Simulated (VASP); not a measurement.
KTaO3: single point with r2SCAN

KTaO3:

```
CELL_PARAMETERS angstrom
4.03003 0.00000 0.00000
0.00000 4.03003 0.00000
0.00000 0.00000 3.97631
ATOMIC_POSITIONS crystal
K 0.00000 0.00000 0.00000
Ta 0.50000 0.50000 0.50000
O 0.50000 0.50000 0.00000
O 0.50000 0.00000 0.50000
O 0.00000 0.50000 0.50000
```

This cell differs from its parent crystal: epitaxial xy strain +1.0%.

```json
{
 "Program": "VASP 6.6.1",
 "Task": "single point",
 "Functional": "r2SCAN",
 "Potentials or basis": "VASP PAW PBE potentials, release 64 (K_sv, Ta_pv, O)",
 "Cutoff": "520 eV",
 "k mesh": "6 × 6 × 6",
 "Occupations": "gaussian, width 0.01 eV",
 "Spin": "no spin polarisation",
 "Dipole correction": "no",
 "Further INCAR settings": "ALGO = Normal; EDIFF = 1e-07; NBANDS = 27"
}
```

```json
{"Pressure": "-2.4 GPa", "Band gap on the k mesh": "2.52 eV (least direct gap 3.19 eV)"}
```

Stress tensor (GPa, compression positive):
```
-4.04  0.00  0.00
 0.00 -4.04  0.00
 0.00  0.00  0.89
```

Levels at points of the mesh, in eV from the valence-band top:
| k point | band 15 | band 16 | band 17 | band 18 | band 19 | band 20 | band 21 | band 22 | band 23 | band 24 |
| --- | --- | --- | --- | --- | --- | --- | --- | --- | --- | --- |
| (0.00, 0.00, 0.00) | -1.11 | -1.03 | -0.67 | -0.67 | -0.66 | 2.52 | 2.54 | 2.54 | 6.74 | 6.90 |
| (0.50, 0.00, 0.00) | -2.37 | -2.16 | -1.52 | -0.93 | -0.89 | 2.68 | 5.24 | 5.24 | 6.91 | 8.89 |
| (0.50, 0.50, 0.00) | -2.70 | -1.80 | -1.56 | -1.56 | -0.04 | 5.27 | 5.27 | 6.53 | 8.07 | 10.66 |
| (0.00, 0.00, 0.50) | -2.39 | -2.09 | -1.49 | -0.88 | -0.88 | 2.68 | 5.41 | 5.41 | 6.77 | 8.77 |
| (0.50, 0.00, 0.50) | -2.73 | -1.78 | -1.42 | -1.41 | -0.06 | 5.28 | 5.45 | 6.66 | 7.75 | 10.76 |
| (0.50, 0.50, 0.50) | -3.97 | -3.82 | -0.02 | -0.02 | 0.00 | 6.65 | 6.78 | 6.78 | 9.54 | 9.63 |

Wall time 110 s on 1 thread of Intel(R) Xeon(R) 6975P-C (Granite Rapids), with other jobs on the host, peak memory 0.21 GiB.

Caveat: the cell differs from its parent crystal (epitaxial xy strain +1.0%); the PAW data sets were made with another functional, which shifts forces and pressure a little; spin-orbit coupling is left out, which moves the levels of the heavy elements. A k mesh can miss the band edges.
